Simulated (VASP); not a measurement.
# AlN (P6_3mc) in VASP: further runs

Aim: see how the results for AlN move with the level of theory and the settings. Levels: PBE, PBEsol. Tasks: single point.

All numbers are computed with VASP 6.6.1; they aren't measurements. Logs are shortened: lines on timing, memory, paths and dates and some standing lists are left out, and cuts for length are marked.

## 1. The cell of the first run

The structure is hexagonal, space group P6_3mc (No. 186). The conventional cell has a = 3.113 Å, b = 3.113 Å, c = 4.981 Å, α = 90.00°, β = 90.00°, γ = 120.00°. Al (site symmetry 3m) has 4 N at 1.89 Å within 2.5 Å. N (site symmetry 3m) has 4 Al at 1.89 Å within 2.5 Å.

## 2. Single point, PBE

File INCAR:

```
ALGO     = Normal         # electronic algorithm
EDIFF    = 1E-6           # SCF threshold, eV
ENCUT    = 520            # plane-wave cutoff, eV
GGA      = PE             # functional
ISIF     = 2              # what is computed and relaxed
ISMEAR   = -1             # smearing method
LASPH    = T              # aspherical terms in the spheres
LCHARG   = T              # write CHGCAR
LELF     = T              # ELF
LREAL    = F              # projectors in reciprocal space
LVHAR    = T            
LWAVE    = F              # write WAVECAR
NBANDS   = 16             # bands
NELM     = 100            # most SCF steps
PREC     = Accurate       # precision mode
SIGMA    = 0.05           # smearing width, eV
```

File KPOINTS:

```
k-points
0
Gamma
  6 6 3
```

File POSCAR:

```
AlN
1.0
    3.1130000000      0.0000000000      0.0000000000
   -1.5565000000      2.6959370820      0.0000000000
    0.0000000000      0.0000000000      4.9810000000
Al N
2 2
Direct
    0.6666666667      0.3333333333      0.5000000000
    0.3333333333      0.6666666667      0.0000000000
    0.6666666667      0.3333333333      0.8800000000
    0.3333333333      0.6666666667      0.3800000000
```

Potentials or basis: VASP PAW PBE potentials, release 64 (Al, N).

Command:

```
> cat potpaw_PBE.64/Al/POTCAR potpaw_PBE.64/N/POTCAR > POTCAR
> mpirun -np 1 vasp_std > vasp.out
```

OUTCAR:

```text
EDIFF = 1E-6
   ENCUT = 520
   GGA = PE
   ISIF = 2
   ISMEAR = -1
   LASPH = T
   LREAL = F
   NELM = 100
   PREC = Accurate

 ion  position               nearest neighbor table
   1  0.667  0.333  0.500-   3 1.89   4 1.89   4 1.89   4 1.89   2 3.07   2 3.07   2 3.07   2 3.07
                             2 3.07   2 3.07
   2  0.333  0.667  0.000-   4 1.89   3 1.89   3 1.89   3 1.89   1 3.07   1 3.07   1 3.07   1 3.07
                             1 3.07   1 3.07
   3  0.667  0.333  0.880-   1 1.89   2 1.89   2 1.89   2 1.89
   4  0.333  0.667  0.380-   2 1.89   1 1.89   1 1.89   1 1.89

  LATTYP: Found a hexagonal cell.
 ALAT       =     3.1130000000
 C/A-ratio  =     1.6000642467

  Lattice vectors:

 A1 = (   3.1130000000,   0.0000000000,   0.0000000000)
 A2 = (  -1.5565000000,   2.6959370820,   0.0000000000)
 A3 = (   0.0000000000,   0.0000000000,   4.9810000000)

Analysis of symmetry for initial positions (statically):
=====================================================================
 Subroutine PRICEL returns:
 Original cell was already a primitive cell.

 Routine SETGRP: Setting up the symmetry group for a
 hexagonal supercell.

 Subroutine GETGRP returns: Found 12 space group operations
 (whereof  6 operations were pure point group operations)
 out of a pool of 24 trial point group operations.

The static configuration has the point symmetry C_3v.
 The point group associated with its full space group is C_6v.

Analysis of symmetry for dynamics (positions and initial velocities):
=====================================================================
 Subroutine PRICEL returns:
 Original cell was already a primitive cell.

 Routine SETGRP: Setting up the symmetry group for a
 hexagonal supercell.

 Subroutine GETGRP returns: Found 12 space group operations
 (whereof  6 operations were pure point group operations)
 out of a pool of 24 trial point group operations.

The dynamic configuration has the point symmetry C_3v.
 The point group associated with its full space group is C_6v.

 Subroutine INISYM returns: Found 12 space group operations
 (whereof  6 operations are pure point group operations),
 and found     1 'primitive' translations

----------------------------------------------------------------------------------------

                                     Primitive cell

  volume of cell :      41.8028

  direct lattice vectors                    reciprocal lattice vectors
     3.113000000  0.000000000  0.000000000     0.321233537  0.185464269  0.000000000
    -1.556500000  2.695937082  0.000000000     0.000000000  0.370928538  0.000000000
     0.000000000  0.000000000  4.981000000     0.000000000  0.000000000  0.200762899

  length of vectors
     3.113000000  3.113000000  4.981000000     0.370928538  0.370928538  0.200762899

  position of ions in fractional coordinates (direct lattice)
     0.666666667  0.333333333  0.500000000
     0.333333333  0.666666667  0.000000000
     0.666666667  0.333333333  0.880000000
     0.333333333  0.666666667  0.380000000

  ion indices of the primitive-cell ions
   primitive index   ion index
                 1           1
                 2           2
                 3           3
                 4           4

----------------------------------------------------------------------------------------

 KPOINTS: k-points

Automatic generation of k-mesh.
 Grid dimensions read from file:
 generate k-points for:    6    6    3

 Generating k-lattice:

  Cartesian coordinates                     Fractional coordinates (reciprocal lattice)
     0.053538923  0.030910711  0.000000000     0.166666667  0.000000000  0.000000000
     0.000000000  0.061821423  0.000000000     0.000000000  0.166666667  0.000000000
     0.000000000  0.000000000  0.066920966     0.000000000  0.000000000  0.333333333

  Length of vectors
     0.061821423  0.061821423  0.066920966

  Shift w.r.t. Gamma in fractional coordinates (k-lattice)
     0.000000000  0.000000000  0.000000000

 Subroutine IBZKPT returns following result:
 ===========================================

 Found     14 irreducible k-points:

 Following reciprocal coordinates:
            Coordinates               Weight
  0.000000  0.000000  0.000000      1.000000
  0.166667  0.000000  0.000000      6.000000
  0.333333  0.000000  0.000000      6.000000
  0.500000  0.000000  0.000000      3.000000
  0.166667  0.166667  0.000000      6.000000
  0.333333  0.166667  0.000000     12.000000
  0.333333  0.333333  0.000000      2.000000
  0.000000  0.000000  0.333333      2.000000
  0.166667  0.000000  0.333333     12.000000
  0.333333  0.000000  0.333333     12.000000
  0.500000  0.000000  0.333333      6.000000
  0.166667  0.166667  0.333333     12.000000
  0.333333  0.166667  0.333333     24.000000
  0.333333  0.333333  0.333333      4.000000
   k-points           NKPTS =     14   k-points in BZ     NKDIM =     14   number of bands    NBANDS=     16
   number of dos      NEDOS =    301   number of ions     NIONS =      4
   total plane-waves  NPLWV =  23040
   dimension x,y,z NGX =    24 NGY =   24 NGZ =   40
   dimension x,y,z NGXF=    48 NGYF=   48 NGZF=   80
   ions per type =               2   2
   NGX,Y,Z   is equivalent  to a cutoff of  12.82, 12.82, 13.35 a.u.
   NGXF,Y,Z  is equivalent  to a cutoff of  25.63, 25.63, 26.70 a.u.
 SYSTEM =  unknown system
   PREC   = accura    normal or accurate (medium, high low for compatibility)
   ISTART =      0    job   : 0-new  1-cont  2-samecut
   ICHARG =      2    charge: 1-file 2-atom 10-const
   ISPIN  =      1    spin polarized calculation?
   LNONCOLLINEAR =      F non collinear calculations
   LSORBIT =      F    spin-orbit coupling
   LASPH  =      T    aspherical Exc in radial PAW
   ENCUT  =  520.0 eV  38.22 Ry    6.18 a.u.   5.79  5.79  9.26*2*pi/ulx,y,z
   NELM   =    100;   NELMIN=  2; NELMDL= -5     # of ELM steps
   EDIFF  = 0.1E-05   stopping-criterion for ELM
   LREAL  =      F    real-space projection
   EDIFFG = 0.1E-04   stopping-criterion for IOM
   NSW    =      0    number of steps for IOM
   IBRION =     -1    ionic relax: 0-MD 1-quasi-New 2-CG
   NFREE  =      0    steps in history (QN), initial steepest desc. (CG)
   ISIF   =      2    stress and relaxation
   ISYM   =      2    0-nonsym 1-usesym 2-fastsym
   POTIM  = 0.5000    time-step for ionic-motion
   TEBEG  =    0.0;   TEEND  =   0.0 temperature during run
   PSTRESS=    0.0 pullay stress
   NELECT =      16.0000    total number of electrons
   NUPDOWN=      -1.0000    fix difference up-down
   EMIN   =  10.00;   EMAX   =-10.00  energy-range for DOS
   EFERMI =   0.00;   METHOD = LEGACY
   ISMEAR =    -1;   SIGMA  =   0.05  broadening in eV -4-tet -1-fermi 0-gaus
   EFERMI_NEDOS =   21; number of points for ismear=-14 and -15
   IALGO  =     38    algorithm
   IMIX   =      4    mixing-type and parameters
     AMIX     =   0.40;   BMIX     =  1.00
     AMIX_MAG =   1.60;   BMIX_MAG =  1.00
  volume/ion in A,a.u.               =      10.45        70.52
  Fermi-wavevector in a.u.,A,eV,Ry     =   1.188629  2.246183 19.222843  1.412839
  Thomas-Fermi vector in A             =   2.324754
   LORBIT       =      0    0 simple, 1 ext, 2 COOP (PROOUT), +10 PAW based schemes
   GGA     = PE    functional components
   LHFCALC =     F    Hartree Fock is set to
   AEXX    =    0.0000 exact exchange contribution
   IVDW    =     0    specifies the selected vdW correction
   LEPSILON=     F    determine dielectric tensor
   LRPA    =     F    only Hartree local field effects (RPA)
 non-spin polarized calculation
  energy-cutoff  :      520.00
  volume of cell :       41.80
 maximum number of plane-waves:      1152
 NGX is ok and might be reduce to    24
   NGX = 11   NGY = 11   NGZ = 19

 number of electron      15.9999997 magnetization

 Free energy of the ion-electron system (eV)
  ---------------------------------------------------
  ext. energy  EPLUGINS =         0.00000000
  ---------------------------------------------------
  free energy    TOTEN  =       -29.76827241 eV

  energy without entropy =      -29.76827241  energy(sigma->0) =      -29.76827241

 E-fermi :   7.0978     XC(G=0): -10.9063

 val. band max:        6.1232795497   @ k =   0.0000   0.0000   0.0000
 cond. band min:      10.3462583190   @ k =   0.0000   0.0000   0.0000
 fundamental gap:      4.2229787693
 Fermi energy:         7.0978313898

 k-point     1 :       0.0000    0.0000    0.0000
  band No.  band energies     occupation
      1      -9.0360      2.00000
      2      -6.8873      2.00000
      3       0.1497      2.00000
      4       5.2915      2.00000
      5       5.2915      2.00000
      6       5.9437      2.00000
[... 8 lines left out ...]
     15      19.2861      0.00000
     16      19.2861      0.00000

 k-point     2 :       0.1667    0.0000    0.0000
  band No.  band energies     occupation
      1      -8.6900      2.00000
      2      -6.7008      2.00000
      3       0.5649      2.00000
      4       3.8722      2.00000
      5       4.6544      2.00000
      6       4.8992      2.00000
[... 8 lines left out ...]
     15      18.5090      0.00000
     16      18.9262      0.00000

 k-point     3 :       0.3333    0.0000    0.0000
  band No.  band energies     occupation
      1      -7.7968      2.00000
      2      -6.3711      2.00000
      3       1.6455      2.00000
      4       1.7182      2.00000
      5       2.8330      2.00000
      6       4.3091      2.00000
[... 8 lines left out ...]
     15      18.2458      0.00000
     16      20.5349      0.00000
[... 172 lines left out ...]
 k-point    13 :       0.3333    0.1667    0.3333
  band No.  band energies     occupation
      1      -6.9335      2.00000
      2      -6.5130      2.00000
      3       0.8986      2.00000
      4       1.3556      2.00000
      5       3.1585      2.00000
      6       3.9729      2.00000
[... 8 lines left out ...]
     15      19.0157      0.00000
     16      20.4960      0.00000

 k-point    14 :       0.3333    0.3333    0.3333
  band No.  band energies     occupation
      1      -6.5080      2.00000
      2      -6.5080      2.00000
      3       1.4931      2.00000
      4       1.4931      2.00000
      5       1.7829      2.00000
      6       2.9127      2.00000
[... 8 lines left out ...]
     15      19.3573      0.00000
     16      21.4433      0.00000

------------------------ aborting loop because EDIFF is reached ----------------------------------------

  FORCE on cell =-STRESS in cart. coord.  units (eV):
  Direction    XX          YY          ZZ          XY          YZ          ZX
  --------------------------------------------------------------------------------------
  -------------------------------------------------------------------------------------
  Total        0.7591428      0.7591428      1.1914560      0.0000000     -0.0000000      0.0000000
  in kB       29.0956886     29.0956886     45.6649701      0.0000000     -0.0000000      0.0000000
  external PRESSURE =      34.6187825 kB  Pullay stress =       0.0000000 kB

 VOLUME and BASIS-vectors are now :
 -----------------------------------------------------------------------------
  energy-cutoff  :      520.00
  volume of cell :       41.80
      direct lattice vectors                 reciprocal lattice vectors
     3.113000000  0.000000000  0.000000000     0.321233537  0.185464269  0.000000000
    -1.556500000  2.695937082  0.000000000     0.000000000  0.370928538  0.000000000
     0.000000000  0.000000000  4.981000000     0.000000000  0.000000000  0.200762899

 POSITION                                       TOTAL-FORCE (eV/Angst)
 -----------------------------------------------------------------------------------
      1.55650      0.89865      2.49050         0.000000     -0.000000     -0.128682
     -0.00000      1.79729      0.00000        -0.000000     -0.000000     -0.128682
      1.55650      0.89865      4.38328         0.000000      0.000000      0.128682
     -0.00000      1.79729      1.89278        -0.000000     -0.000000      0.128682
 -----------------------------------------------------------------------------------
    total drift:                               -0.000000     -0.000000      0.000430

  FREE ENERGIE OF THE ION-ELECTRON SYSTEM (eV)
  ---------------------------------------------------
  free  energy   TOTEN  =       -29.7682724075 eV

  energy  without entropy=      -29.7682724074  energy(sigma->0) =      -29.76827241
```

Run time: 7.1 s. Hardware: 1 thread of AMD EPYC 7R13 (Zen 3), shared host; peak memory 0.12 GiB.

Results:

```yaml
Free_energy: -29.7683 eV
Pressure: 3.5 GPa
Largest_force: 0.129 eV/Å
Band_gap_on_the_k_mesh: 4.22 eV
```

Forces on the atoms (eV/Å):
```
Al   0.000  0.000 -0.129
Al   0.000  0.000 -0.129
N    0.000  0.000  0.129
N    0.000  0.000  0.129
```

Stress tensor (GPa, compression positive):
```
2.91 0.00 0.00
0.00 2.91 0.00
0.00 0.00 4.57
```

Caveat: the k points lie up to 0.42 Å⁻¹ apart.

## 3. Single point, PBEsol

This run uses another cell than the first one, of 9.28 Å³/atom.

File INCAR:

```
PREC     = Accurate       # precision mode
ENCUT    = 520            # plane-wave cutoff, eV
EDIFF    = 1E-6           # SCF threshold, eV
ISMEAR   = -1             # smearing method
SIGMA    = 0.05           # smearing width, eV
LREAL    = F              # projectors in reciprocal space
LASPH    = T              # aspherical terms in the spheres
NELM     = 80             # most SCF steps
ALGO     = Normal         # electronic algorithm
ISIF     = 2              # what is computed and relaxed
LWAVE    = F              # write WAVECAR
LCHARG   = F              # write CHGCAR
GGA      = PS             # functional
NBANDS   = 16             # bands
```

File KPOINTS:

```
regular mesh
0
Gamma
  10 10 6
```

File POSCAR:

```
AlN
1.0
    3.0048845692      0.0000000000      0.0000000000
   -1.5024422846      2.6023063723      0.0000000000
    0.0000000000      0.0000000000      4.7480174039
Al N
2 2
Direct
    0.6666666667      0.3333333333      0.4970652749
    0.3333333333      0.6666666667     -0.0029347251
    0.6666666667      0.3333333333      0.8829347251
    0.3333333333      0.6666666667      0.3829347251
```

Potentials or basis: VASP PAW PBE potentials, release 64 (Al, N).

Command:

```
> cat potpaw_PBE.64/Al/POTCAR potpaw_PBE.64/N/POTCAR > POTCAR
> mpirun -np 1 vasp_std > vasp.out
```

Run time: 18 s. Hardware: 1 thread of AMD EPYC 7R13 (Zen 3), shared host; peak memory 0.13 GiB.

Results (log left out):

| Item | Value |
| --- | --- |
| Free energy | -30.9050 eV |
| Pressure | 30.2 GPa |
| Band gap on the k mesh | 5.02 eV (least direct gap 5.09 eV) |

Levels at points of the mesh, in eV from the valence-band top:
```
           k point  band 4  band 5  band 6  band 7  band 8  band 9  band 10  band 11  band 12  band 13
(0.00, 0.00, 0.00)   -1.13   -1.13   -0.41   -0.41    0.00    5.09     7.39    11.49    11.63    11.63
(0.50, 0.00, 0.00)   -4.56   -3.76   -2.47   -2.06   -0.85    5.92     5.93     8.99    10.94    11.31
(0.00, 0.00, 0.50)   -3.59   -0.78   -0.78   -0.78   -0.78    7.28     7.28    11.15    11.15    11.97
(0.50, 0.00, 0.50)   -6.27   -1.75   -1.75   -1.54   -1.54    5.52     5.52     9.74     9.74    13.10
```

Caveat: the cell stands under pressure; the PAW data sets were made with another functional, which shifts forces and pressure a little. A k mesh can miss the band edges.

## 4. Single point, PBEsol

This run uses another cell than the first one, of 9.61 Å³/atom.

INCAR, as its differences from that of step 3:

```diff
@@ -2,3 +2,3 @@
 ENCUT    = 520            # plane-wave cutoff, eV
-EDIFF    = 1E-6           # SCF threshold, eV
+EDIFF    = 1E-7           # SCF threshold, eV
 ISMEAR   = -1             # smearing method
@@ -7,3 +7,3 @@
 LASPH    = T              # aspherical terms in the spheres
-NELM     = 80             # most SCF steps
+NELM     = 100            # most SCF steps
 ALGO     = Normal         # electronic algorithm
```

KPOINTS is that of step 3.

File POSCAR:

```
AlN
1.0
    3.0346630195      0.0000000000      0.0000000000
   -1.5173315097      2.6280952668      0.0000000000
    0.0000000000      0.0000000000      4.8191859500
Al N
2 2
Direct
    0.6666666667      0.3333333333      0.4978466233
    0.3333333333      0.6666666667     -0.0021533767
    0.6666666667      0.3333333333      0.8821533767
    0.3333333333      0.6666666667      0.3821533767
```

Command:

```
> cat potpaw_PBE.64/Al/POTCAR potpaw_PBE.64/N/POTCAR > POTCAR
> mpirun -np 1 vasp_std > vasp.out
```

Wall time 24 s (1 thread of AMD EPYC 7R13 (Zen 3), shared host); peak memory 0.13 GiB.

Results (log left out):

- Free energy: -31.1104 eV
- Pressure: 20.2 GPa
- Band gap on the k mesh: 4.81 eV

Levels at points of the mesh, in eV from the valence-band top:
```tsv
k point	band 5	band 6	band 7	band 8	band 9	band 10	band 11	band 12
(0.00, 0.00, 0.00)	-1.03	-0.34	-0.34	0.00	4.81	7.16	11.19	11.48
(0.50, 0.00, 0.00)	-3.64	-2.34	-1.98	-0.80	5.85	5.86	8.73	10.72
(0.00, 0.00, 0.50)	-0.70	-0.70	-0.70	-0.70	7.03	7.03	10.87	10.87
(0.50, 0.00, 0.50)	-1.66	-1.66	-1.49	-1.49	5.42	5.42	9.57	9.57
```

Caveat: the cell stands under pressure; the PAW data sets were made with another functional, which shifts forces and pressure a little.

## 5. Single point, PBEsol

This run uses another cell than the first one, of 9.99 Å³/atom.

File INCAR:

```
PREC = Accurate
ENCUT = 520
EDIFF = 1E-6
ISMEAR = -1
SIGMA = 0.05
LREAL = F
LASPH = T
NELM = 100
ALGO = Normal
ISIF = 2
LWAVE = F
LCHARG = T
GGA = PS
LELF = T
LVHAR = T
NBANDS = 16
```

KPOINTS is that of step 4.

File POSCAR:

```
AlN
1.0
    3.0703911546      0.0000000000      0.0000000000
   -1.5351955773      2.6590367394      0.0000000000
    0.0000000000      0.0000000000      4.8962432564
Al N
2 2
Direct
    0.6666666667      0.3333333333      0.4984781785
    0.3333333333      0.6666666667     -0.0015218215
    0.6666666667      0.3333333333      0.8815218215
    0.3333333333      0.6666666667      0.3815218215
```

Command:

```
> cat potpaw_PBE.64/Al/POTCAR potpaw_PBE.64/N/POTCAR > POTCAR
> mpirun -np 1 vasp_std > vasp.out
```

It took 22 s on 1 thread of AMD EPYC 7R13 (Zen 3), shared host; peak memory 0.14 GiB.

It converged, with:

```
Free energy            : -31.2549 eV
Pressure               : 10.0 GPa
Band gap on the k mesh : 4.49 eV
```

Levels at points of the mesh, in eV from the valence-band top:
```csv
k point,band 5,band 6,band 7,band 8,band 9,band 10,band 11,band 12
"(0.00, 0.00, 0.00)",-0.95,-0.28,-0.28,0.00,4.49,6.88,10.86,11.28
"(0.50, 0.00, 0.00)",-3.51,-2.23,-1.89,-0.75,5.77,5.78,8.43,10.46
"(0.00, 0.00, 0.50)",-0.62,-0.62,-0.62,-0.62,6.73,6.73,10.56,10.56
"(0.50, 0.00, 0.50)",-1.57,-1.57,-1.43,-1.43,5.31,5.31,9.37,9.37
```

Caveat: the cell stands under pressure; the PAW data sets were made with another functional, which shifts forces and pressure a little. A k mesh can miss the band edges.

## 6. Summary

| level | cell | k mesh | gap on the mesh (eV) | pressure (GPa) |
| --- | --- | --- | --- | --- |
| PBE | a = 3.113, b = 3.113, c = 4.981 Å, angles 90.0, 90.0, 120.0°, 4 atoms, atomic positions A | 6 × 6 × 3 | 4.22 | 3.5 |
| PBEsol | a = 3.005, b = 3.005, c = 4.748 Å, angles 90.0, 90.0, 120.0°, 4 atoms, atomic positions B | 10 × 10 × 6 | 5.02 | 30.2 |
| PBEsol | a = 3.035, b = 3.035, c = 4.819 Å, angles 90.0, 90.0, 120.0°, 4 atoms, atomic positions B | 10 × 10 × 6 | 4.81 | 20.2 |
| PBEsol | a = 3.070, b = 3.070, c = 4.896 Å, angles 90.0, 90.0, 120.0°, 4 atoms, atomic positions C | 10 × 10 × 6 | 4.49 | 10.0 |

Alike in all rows: task single point; potentials or basis VASP PAW PBE potentials, release 64 (Al, N); no spin polarisation; cutoff (eV) 520; smearing fermi-dirac 0.05 eV.

Caveats: some runs use coarse meshes; the cell stands under pressure (at least some runs); the PAW data sets were made with another functional, which shifts forces and pressure a little (at least some runs).

Total energies depend on the potentials used, so only differences within one code and one set of settings carry meaning.
